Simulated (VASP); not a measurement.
# GaP (F-43m) in VASP: further runs

Runs on GaP. Level: PBEsol. Tasks: single point.

Everything below comes from runs of VASP 6.6.1. Logs are shortened: lines on timing, memory, paths and dates and some standing lists are left out, and cuts for length are marked.

**Experimental background.**

From “Stacking defects in GaP nanowires: Electronic structure and optical properties”, 2018, arxiv:1810.01194, for a bulk crystal of GaP at 10 K: band gap 2.34 eV (indirect).

The results are compared with them further down.

**1. The cell of the first run**

It takes space group F-43m (No. 216, cubic). The conventional cell has a = 5.452 Å, b = 5.452 Å, c = 5.452 Å, α = 90.00°, β = 90.00°, γ = 90.00°. Ga (site symmetry -43m) has 4 P at 2.36 Å within 3.1 Å. Within 3.1 Å of P (site symmetry -43m) lie 4 Ga at 2.36 Å.

**2. Single point, PBEsol (20.26 Å³/atom)**

INCAR reads:

```
SYSTEM = GaP
ALGO = Normal ; EDIFF = 1E-6
ENCUT = 520 ; GGA = PS
ISIF = 2 ; ISMEAR = 0
LASPH = .TRUE. ; LCHARG = .FALSE.
LREAL = .FALSE. ; LWAVE = .FALSE.
NBANDS = 16 ; NELM = 80
PREC = Accurate ; SIGMA = 0.05
```

KPOINTS reads:

```
k-points
0
G
  10 10 10
  0 0 0
```

POSCAR reads:

```
GaP
1.0
    0.0000000000      2.7260397285      2.7260397285
    2.7260397285      0.0000000000      2.7260397285
    2.7260397285      2.7260397285      0.0000000000
Ga P
1 1
Direct
    0.0000000000      0.0000000000      0.0000000000
    0.7500000000      0.7500000000      0.7500000000
```

Potentials or basis: VASP PAW PBE potentials, release 64 (Ga_d, P).

Command:

```sh
> cat potpaw_PBE.64/Ga_d/POTCAR potpaw_PBE.64/P/POTCAR > POTCAR
> mpirun -np 1 vasp_std > vasp.out
```

OUTCAR:

```text
SYSTEM = GaP
   EDIFF = 1E-6
   ENCUT = 520
   GGA = PS
   ISIF = 2
   ISMEAR = 0
   LASPH = .TRUE.
   LREAL = .FALSE.
   NELM = 80
   PREC = Accurate

 ion  position               nearest neighbor table
   1  0.000  0.000  0.000-   2 2.36   2 2.36   2 2.36   2 2.36
   2  0.750  0.750  0.750-   1 2.36   1 2.36   1 2.36   1 2.36

  LATTYP: Found a face centered cubic cell.
 ALAT       =     5.4520794570

  Lattice vectors:

 A1 = (   0.0000000000,   2.7260397285,   2.7260397285)
 A2 = (   2.7260397285,   0.0000000000,   2.7260397285)
 A3 = (   2.7260397285,   2.7260397285,   0.0000000000)

Analysis of symmetry for initial positions (statically):
=====================================================================
 Subroutine PRICEL returns:
 Original cell was already a primitive cell.

 Routine SETGRP: Setting up the symmetry group for a
 face centered cubic supercell.

 Subroutine GETGRP returns: Found 24 space group operations
 (whereof 24 operations were pure point group operations)
 out of a pool of 48 trial point group operations.

The static configuration has the point symmetry T_d .

Analysis of symmetry for dynamics (positions and initial velocities):
=====================================================================
 Subroutine PRICEL returns:
 Original cell was already a primitive cell.

 Routine SETGRP: Setting up the symmetry group for a
 face centered cubic supercell.

 Subroutine GETGRP returns: Found 24 space group operations
 (whereof 24 operations were pure point group operations)
 out of a pool of 48 trial point group operations.

The dynamic configuration has the point symmetry T_d .

 Subroutine INISYM returns: Found 24 space group operations
 (whereof 24 operations are pure point group operations),
 and found     1 'primitive' translations

----------------------------------------------------------------------------------------

                                     Primitive cell

  volume of cell :      40.5160

  direct lattice vectors                    reciprocal lattice vectors
     0.000000000  2.726039728  2.726039728    -0.183416256  0.183416256  0.183416256
     2.726039728  0.000000000  2.726039728     0.183416256 -0.183416256  0.183416256
     2.726039728  2.726039728  0.000000000     0.183416256  0.183416256 -0.183416256

  length of vectors
     3.855202356  3.855202356  3.855202356     0.317686274  0.317686274  0.317686274

  position of ions in fractional coordinates (direct lattice)
     0.000000000  0.000000000  0.000000000
     0.750000000  0.750000000  0.750000000

  ion indices of the primitive-cell ions
   primitive index   ion index
                 1           1
                 2           2

----------------------------------------------------------------------------------------

 KPOINTS: k-points

Automatic generation of k-mesh.
 Grid dimensions read from file:
 generate k-points for:   10   10   10

 Generating k-lattice:

  Cartesian coordinates                     Fractional coordinates (reciprocal lattice)
    -0.018341626  0.018341626  0.018341626     0.100000000  0.000000000  0.000000000
     0.018341626 -0.018341626  0.018341626     0.000000000  0.100000000  0.000000000
     0.018341626  0.018341626 -0.018341626     0.000000000  0.000000000  0.100000000

  Length of vectors
     0.031768627  0.031768627  0.031768627

  Shift w.r.t. Gamma in fractional coordinates (k-lattice)
     0.000000000  0.000000000  0.000000000

 Subroutine IBZKPT returns following result:
 ===========================================

 Found     47 irreducible k-points:

 Following reciprocal coordinates:
            Coordinates               Weight
  0.000000  0.000000  0.000000      1.000000
  0.100000  0.000000  0.000000      8.000000
  0.200000  0.000000  0.000000      8.000000
  0.300000  0.000000  0.000000      8.000000
  0.400000  0.000000  0.000000      8.000000
  0.500000  0.000000  0.000000      4.000000
[... 16 lines left out ...]
  0.300000  0.300000  0.000000      6.000000
  0.400000  0.300000  0.000000     24.000000
 [... further k-points ...]
   k-points           NKPTS =     47   k-points in BZ     NKDIM =     47   number of bands    NBANDS=     16
   number of dos      NEDOS =    301   number of ions     NIONS =      2
   total plane-waves  NPLWV =  27000
   dimension x,y,z NGX =    30 NGY =   30 NGZ =   30
   dimension x,y,z NGXF=    60 NGYF=   60 NGZF=   60
   ions per type =               1   1
   NGX,Y,Z   is equivalent  to a cutoff of  12.94, 12.94, 12.94 a.u.
   NGXF,Y,Z  is equivalent  to a cutoff of  25.87, 25.87, 25.87 a.u.
 SYSTEM =  GaP
   PREC   = accura    normal or accurate (medium, high low for compatibility)
   ISTART =      0    job   : 0-new  1-cont  2-samecut
   ICHARG =      2    charge: 1-file 2-atom 10-const
   ISPIN  =      1    spin polarized calculation?
   LNONCOLLINEAR =      F non collinear calculations
   LSORBIT =      F    spin-orbit coupling
   LASPH  =      T    aspherical Exc in radial PAW
   ENCUT  =  520.0 eV  38.22 Ry    6.18 a.u.   7.17  7.17  7.17*2*pi/ulx,y,z
   NELM   =     80;   NELMIN=  2; NELMDL= -5     # of ELM steps
   EDIFF  = 0.1E-05   stopping-criterion for ELM
   LREAL  =      F    real-space projection
   EDIFFG = 0.1E-04   stopping-criterion for IOM
   NSW    =      0    number of steps for IOM
   IBRION =     -1    ionic relax: 0-MD 1-quasi-New 2-CG
   NFREE  =      0    steps in history (QN), initial steepest desc. (CG)
   ISIF   =      2    stress and relaxation
   ISYM   =      2    0-nonsym 1-usesym 2-fastsym
   POTIM  = 0.5000    time-step for ionic-motion
   TEBEG  =    0.0;   TEEND  =   0.0 temperature during run
   PSTRESS=    0.0 pullay stress
   NELECT =      18.0000    total number of electrons
   NUPDOWN=      -1.0000    fix difference up-down
   EMIN   =  10.00;   EMAX   =-10.00  energy-range for DOS
   EFERMI =   0.00;   METHOD = LEGACY
   ISMEAR =     0;   SIGMA  =   0.05  broadening in eV -4-tet -1-fermi 0-gaus
   EFERMI_NEDOS =   21; number of points for ismear=-14 and -15
   IALGO  =     38    algorithm
   IMIX   =      4    mixing-type and parameters
     AMIX     =   0.40;   BMIX     =  1.00
     AMIX_MAG =   1.60;   BMIX_MAG =  1.00
  volume/ion in A,a.u.               =      20.26       136.71
  Fermi-wavevector in a.u.,A,eV,Ry     =   1.249176  2.360600 21.231070  1.560440
  Thomas-Fermi vector in A             =   2.383228
   LORBIT       =      0    0 simple, 1 ext, 2 COOP (PROOUT), +10 PAW based schemes
   GGA     = PS    functional components
   LHFCALC =     F    Hartree Fock is set to
   AEXX    =    0.0000 exact exchange contribution
   IVDW    =     0    specifies the selected vdW correction
   LEPSILON=     F    determine dielectric tensor
   LRPA    =     F    only Hartree local field effects (RPA)
 non-spin polarized calculation
 Gauss-broadening in eV      SIGMA  =   0.05
  energy-cutoff  :      520.00
  volume of cell :       40.52
 maximum number of plane-waves:      1106
 NGX is ok and might be reduce to    30
   NGX = 15   NGY = 15   NGZ = 15

 number of electron      17.9999989 magnetization

 Free energy of the ion-electron system (eV)
  ---------------------------------------------------
  ext. energy  EPLUGINS =         0.00000000
  ---------------------------------------------------
  free energy    TOTEN  =        -9.92263963 eV

  energy without entropy =       -9.92263963  energy(sigma->0) =       -9.92263963

 E-fermi :   4.8057     XC(G=0): -10.0178

 val. band max:        4.5582394626   @ k =   0.0000   0.0000   0.0000
 cond. band min:       6.0424430367   @ k =   0.4000   0.4000   0.0000
 fundamental gap:      1.4842035741
 Fermi energy:         4.8056742536

 k-point     1 :       0.0000    0.0000    0.0000
  band No.  band energies     occupation
      1      -9.9794      2.00000
      2      -9.9794      2.00000
      3      -9.9794      2.00000
      4      -9.8789      2.00000
      5      -9.8789      2.00000
      6      -7.9589      2.00000
[... 8 lines left out ...]
     15      14.3293      0.00000
     16      14.3293      0.00000

 k-point     2 :       0.1000    0.0000    0.0000
  band No.  band energies     occupation
      1      -9.9885      2.00000
      2      -9.9762      2.00000
      3      -9.9762      2.00000
      4      -9.8789      2.00000
      5      -9.8789      2.00000
      6      -7.8280      2.00000
[... 8 lines left out ...]
     15      13.8339      0.00000
     16      13.8339      0.00000

 k-point     3 :       0.2000    0.0000    0.0000
  band No.  band energies     occupation
      1     -10.0108      2.00000
      2      -9.9687      2.00000
      3      -9.9687      2.00000
      4      -9.8785      2.00000
      5      -9.8785      2.00000
      6      -7.4486      2.00000
[... 8 lines left out ...]
     15      13.3958      0.00000
     16      14.4506      0.00000

 k-point     4 :       0.3000    0.0000    0.0000
  band No.  band energies     occupation
      1     -10.0359      2.00000
      2      -9.9608      2.00000
      3      -9.9608      2.00000
      4      -9.8763      2.00000
      5      -9.8763      2.00000
      6      -6.8670      2.00000
[... 8 lines left out ...]
     15      13.8068      0.00000
     16      14.0819      0.00000

 k-point     5 :       0.4000    0.0000    0.0000
  band No.  band energies     occupation
      1     -10.0547      2.00000
      2      -9.9559      2.00000
      3      -9.9559      2.00000
      4      -9.8731      2.00000
      5      -9.8731      2.00000
      6      -6.2150      2.00000
[... 8 lines left out ...]
     15      15.0486      0.00000
     16      15.0486      0.00000

 k-point     6 :       0.5000    0.0000    0.0000
  band No.  band energies     occupation
      1     -10.0616      2.00000
      2      -9.9544      2.00000
      3      -9.9544      2.00000
      4      -9.8715      2.00000
      5      -9.8715      2.00000
      6      -5.8715      2.00000
[... 8 lines left out ...]
     15      16.2229      0.00000
     16      16.2229      0.00000

 k-point     7 :       0.1000    0.1000    0.0000
  band No.  band energies     occupation
      1      -9.9945      2.00000
      2      -9.9734      2.00000
      3      -9.9734      2.00000
      4      -9.8815      2.00000
      5      -9.8768      2.00000
      6      -7.7846      2.00000
[... 8 lines left out ...]
     15      13.9931      0.00000
     16      14.4870      0.00000

 k-point     8 :       0.2000    0.1000    0.0000
  band No.  band energies     occupation
      1     -10.0124      2.00000
      2      -9.9671      2.00000
      3      -9.9657      2.00000
      4      -9.8838      2.00000
      5      -9.8748      2.00000
      6      -7.4880      2.00000
[... 8 lines left out ...]
     15      14.3348      0.00000
     16      15.0039      0.00000

 k-point     9 :       0.3000    0.1000    0.0000
  band No.  band energies     occupation
      1     -10.0342      2.00000
      2      -9.9605      2.00000
      3      -9.9573      2.00000
      4      -9.8839      2.00000
      5      -9.8725      2.00000
      6      -6.9706      2.00000
[... 8 lines left out ...]
     15      14.5469      0.00000
     16      15.0140      0.00000
[... 172 lines left out ...]
 k-point    19 :       0.5000    0.2000    0.0000
  band No.  band energies     occupation
      1     -10.0673      2.00000
      2      -9.9464      2.00000
      3      -9.9389      2.00000
      4      -9.8874      2.00000
      5      -9.8681      2.00000
      6      -5.6663      2.00000
[... 8 lines left out ...]
     15      16.2614      0.00000
     16      17.1129      0.00000

 k-point    20 :      -0.4000    0.2000    0.0000
  band No.  band energies     occupation
      1     -10.0657      2.00000
      2      -9.9482      2.00000
      3      -9.9406      2.00000
      4      -9.8812      2.00000
      5      -9.8733      2.00000
      6      -5.5631      2.00000
[... 8 lines left out ...]
     15      14.5644      0.00000
     16      16.8765      0.00000

 k-point    21 :      -0.3000    0.2000    0.0000
  band No.  band energies     occupation
      1     -10.0564      2.00000
      2      -9.9508      2.00000
      3      -9.9464      2.00000
      4      -9.8794      2.00000
      5      -9.8766      2.00000
      6      -6.0478      2.00000
[... 8 lines left out ...]
     15      15.4336      0.00000
     16      17.2516      0.00000

 k-point    22 :      -0.2000    0.2000    0.0000
  band No.  band energies     occupation
      1     -10.0415      2.00000
      2      -9.9557      2.00000
      3      -9.9548      2.00000
      4      -9.8825      2.00000
      5      -9.8747      2.00000
      6      -6.6686      2.00000
[... 8 lines left out ...]
     15      15.7724      0.00000
     16      16.5048      0.00000

 k-point    23 :       0.3000    0.3000    0.0000
  band No.  band energies     occupation
      1     -10.0638      2.00000
      2      -9.9371      2.00000
      3      -9.9371      2.00000
      4      -9.9013      2.00000
      5      -9.8645      2.00000
      6      -6.4907      2.00000
[... 8 lines left out ...]
     15      15.6772      0.00000
     16      18.1704      0.00000

 k-point    24 :       0.4000    0.3000    0.0000
  band No.  band energies     occupation
      1     -10.0759      2.00000
      2      -9.9313      2.00000
      3      -9.9291      2.00000
      4      -9.9040      2.00000
      5      -9.8624      2.00000
      6      -5.9658      2.00000
[... 8 lines left out ...]
     15      16.3369      0.00000
     16      18.2070      0.00000

 [... further k-points ...]
[... 5 lines left out ...]
  --------------------------------------------------------------------------------------
  -------------------------------------------------------------------------------------
  Total       -0.1798005     -0.1798005     -0.1798005      0.0000000      0.0000000      0.0000000
  in kB       -7.1100891     -7.1100891     -7.1100891      0.0000000      0.0000000      0.0000000
  external PRESSURE =      -7.1100891 kB  Pullay stress =       0.0000000 kB

 VOLUME and BASIS-vectors are now :
 -----------------------------------------------------------------------------
  energy-cutoff  :      520.00
  volume of cell :       40.52
      direct lattice vectors                 reciprocal lattice vectors
     0.000000000  2.726039728  2.726039728    -0.183416256  0.183416256  0.183416256
     2.726039728  0.000000000  2.726039728     0.183416256 -0.183416256  0.183416256
     2.726039728  2.726039728  0.000000000     0.183416256  0.183416256 -0.183416256

 POSITION                                       TOTAL-FORCE (eV/Angst)
 -----------------------------------------------------------------------------------
      0.00000      0.00000      0.00000        -0.000000      0.000000     -0.000000
      4.08906      4.08906      4.08906         0.000000     -0.000000      0.000000
 -----------------------------------------------------------------------------------
    total drift:                               -0.000000     -0.000000     -0.000000

  FREE ENERGIE OF THE ION-ELECTRON SYSTEM (eV)
  ---------------------------------------------------
  free  energy   TOTEN  =        -9.9226396333 eV

  energy  without entropy=       -9.9226396333  energy(sigma->0) =       -9.92263963
```

Wall time 26 s (1 thread of Intel Xeon 8259CL, shared host); peak memory 0.18 GiB.

What came out:

```
Free energy            : -9.9226 eV
Pressure               : -0.7 GPa
Band gap on the k mesh : 1.48 eV (least direct gap 1.74 eV)
```

Caveat: the PAW data sets were made with another functional, which shifts forces and pressure a little.

**3. Single point, PBEsol (20.11 Å³/atom)**

This run uses another cell than the first one, of 20.11 Å³/atom.

INCAR reads:

```
  ALGO = Normal
  EDIFF = 1E-6
  ENCUT = 520
  GGA = PS
  ISIF = 2
  ISMEAR = 0
  LASPH = True
  LCHARG = False
  LREAL = False
  LWAVE = False
  NBANDS = 16
  NELM = 80
  PREC = Accurate
  SIGMA = 0.05
```

KPOINTS reads:

```
k-points
0
Gamma
  10 10 10
```

POSCAR reads:

```
GaP
1.0
    0.0000000000      2.7192436855      2.7192436855
    2.7192436855      0.0000000000      2.7192436855
    2.7192436855      2.7192436855      0.0000000000
Ga P
1 1
Direct
    0.0000000000      0.0000000000      0.0000000000
    0.7500000000      0.7500000000      0.7500000000
```

Potentials or basis: VASP PAW PBE potentials, release 64 (Ga_d, P).

Command:

```sh
> cat potpaw_PBE.64/Ga_d/POTCAR potpaw_PBE.64/P/POTCAR > POTCAR
> mpirun -np 1 vasp_std > vasp.out
```

OUTCAR:

```text
EDIFF = 1E-6
   ENCUT = 520
   GGA = PS
   ISIF = 2
   ISMEAR = 0
   LASPH = True
   LREAL = False
   NELM = 80
   PREC = Accurate

 ion  position               nearest neighbor table
   1  0.000  0.000  0.000-   2 2.35   2 2.35   2 2.35   2 2.35
   2  0.750  0.750  0.750-   1 2.35   1 2.35   1 2.35   1 2.35

  LATTYP: Found a face centered cubic cell.
 ALAT       =     5.4384873710

  Lattice vectors:

 A1 = (   0.0000000000,   2.7192436855,   2.7192436855)
 A2 = (   2.7192436855,   0.0000000000,   2.7192436855)
[... 625 lines left out ...]
      3      -9.8643      2.00000
      4      -9.8390      2.00000
      5      -9.7961      2.00000
      6      -5.9258      2.00000
[... 8 lines left out ...]
     15      16.4339      0.00000
     16      18.3410      0.00000

 [... further k-points ...]
[... 5 lines left out ...]
  --------------------------------------------------------------------------------------
  -------------------------------------------------------------------------------------
  Total       -0.0226038     -0.0226038     -0.0226038      0.0000000      0.0000000      0.0000000
  in kB       -0.9005691     -0.9005691     -0.9005691      0.0000000      0.0000000      0.0000000
  external PRESSURE =      -0.9005691 kB  Pullay stress =       0.0000000 kB

 VOLUME and BASIS-vectors are now :
 -----------------------------------------------------------------------------
  energy-cutoff  :      520.00
  volume of cell :       40.21
      direct lattice vectors                 reciprocal lattice vectors
     0.000000000  2.719243685  2.719243685    -0.183874657  0.183874657  0.183874657
     2.719243685  0.000000000  2.719243685     0.183874657 -0.183874657  0.183874657
     2.719243685  2.719243685  0.000000000     0.183874657  0.183874657 -0.183874657

 POSITION                                       TOTAL-FORCE (eV/Angst)
 -----------------------------------------------------------------------------------
      0.00000      0.00000      0.00000         0.000000      0.000000      0.000000
      4.07887      4.07887      4.07887        -0.000000     -0.000000     -0.000000
 -----------------------------------------------------------------------------------
    total drift:                               -0.000000     -0.000000     -0.000000

  FREE ENERGIE OF THE ION-ELECTRON SYSTEM (eV)
  ---------------------------------------------------
  free  energy   TOTEN  =        -9.9233051352 eV

  energy  without entropy=       -9.9233051352  energy(sigma->0) =       -9.92330514
```

Run time: 28 s. Hardware: 1 thread of Intel Xeon 8259CL, shared host; peak memory 0.18 GiB.

Results:

```yaml
Free_energy: -9.9233 eV
Pressure: -0.1 GPa
Band_gap_on_the_k_mesh: 1.47 eV (least direct gap 1.81 eV)
```

Levels at points of the mesh, in eV from the valence-band top:
| k point | band 7 | band 8 | band 9 | band 10 | band 11 | band 12 |
| --- | --- | --- | --- | --- | --- | --- |
| (0.00, 0.00, 0.00) | 0.00 | 0.00 | 0.00 | 1.81 | 3.83 | 3.83 |
| (0.50, 0.00, 0.00) | -6.73 | -1.14 | -1.14 | 1.61 | 4.65 | 4.65 |
| (0.50, 0.50, 0.00) | -6.84 | -2.74 | -2.74 | 1.50 | 1.71 | 10.60 |

Caveat: the PAW data sets were made with another functional, which shifts forces and pressure a little.

**4. Against experiment**

Step 2. Measured gap of GaP: 2.34 eV (indirect; 10 K; quoted in “Stacking defects in GaP nanowires: Electronic structure and optical properties”, 2018, arxiv:1810.01194). This calculation gives 1.48 eV (-0.86 eV). Spin-orbit coupling on Ga is left out. The value is that of PBEsol on a finite k mesh, which can miss the band edges, without temperature or zero-point motion. Semilocal functionals fall short of measured gaps as a rule.

Step 3. A measured gap of GaP is 2.34 eV (indirect; 10 K; quoted in “Stacking defects in GaP nanowires: Electronic structure and optical properties”, 2018, arxiv:1810.01194); the calculated 1.47 eV misses it by -0.87 eV. Spin-orbit coupling on Ga is left out. The value is that of PBEsol on a finite k mesh, which can miss the band edges, without temperature or zero-point motion. Semilocal functionals fall short of measured gaps as a rule.
